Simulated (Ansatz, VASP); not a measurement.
# SiC: VASP beside Ansatz

The input INCAR:

```
PREC     = Accurate       # precision mode
ENCUT    = 600            # plane-wave cutoff, eV
EDIFF    = 1E-6           # SCF threshold, eV
ISMEAR   = 0              # smearing method
SIGMA    = 0.01           # smearing width, eV
LREAL    = False          # projectors in reciprocal space
LASPH    = True           # aspherical terms in the spheres
NELM     = 120            # most SCF steps
ALGO     = Normal         # electronic algorithm
ISIF     = 2              # what is computed and relaxed
LWAVE    = False          # write WAVECAR
LCHARG   = False          # write CHGCAR
GGA      = PE             # functional
NBANDS   = 16             # bands
GGA_COMPAT= False
```

The input KPOINTS:

```
regular mesh
0
Gamma
  6 6 4
```

The input POSCAR:

```
SiC
1.0
    3.0760000000      0.0000000000      0.0000000000
   -1.5380000000      2.6638941420      0.0000000000
    0.0000000000      0.0000000000      5.0480000000
Si C
2 2
Direct
    0.3333333333      0.6666666667      0.0000000000
    0.6666666667      0.3333333333      0.5000000000
    0.3333333333      0.6666666667      0.3850000000
    0.6666666667      0.3333333333      0.8850000000
```

Input for Ansatz:

```yaml
crystal:
  lattice:
    a: 3.076
    b: 3.076
    c: 5.048
    alpha: 90.0
    beta: 90.0
    gamma: 120.0
  space_group: 186
  atoms:
    - { symbol: Si, position: [0.3333333333333333, 0.6666666666666666, 0.0] }
    - { symbol: C, position: [0.3333333333333333, 0.6666666666666666, 0.385] }
kpoints:
  mp_grid:
    grid: [6, 6, 4]
hamiltonian:
  xc: pbe
  pseudopotentials:
    kind: nc
scf:
  occupations:
    method: fixed
output:
  forces: true
  stress: true
  eigenvalues: true
```

Alike in both runs: task single point; functional PBE; k mesh 6 × 6 × 4; no spin polarisation.

```csv
,VASP,Ansatz
version,VASP 6.6.1,Ansatz 0.2.0
potentials or method,"VASP PAW PBE potentials, release 64 (Si, C)","plane waves, norm-conserving potentials"
plane-wave cutoff (eV),600,1116
occupations,"gaussian, width 0.01 eV",fixed
valence electrons in the cell,16,16
```

```csv
,VASP,Ansatz,Ansatz less VASP
gap on the k mesh at the Fermi level (eV),2.32,2.31,-0.006
pressure (GPa),3.5,3.9,+0.37
"traceless stress, the component that is largest in VASP (GPa)",-3.32,-3.39,-0.075
rms of the force components (eV/Å),0.430,0.434,+0.0040
```

Atom by atom the forces differ by 0.004 eV/Å (rms over components).
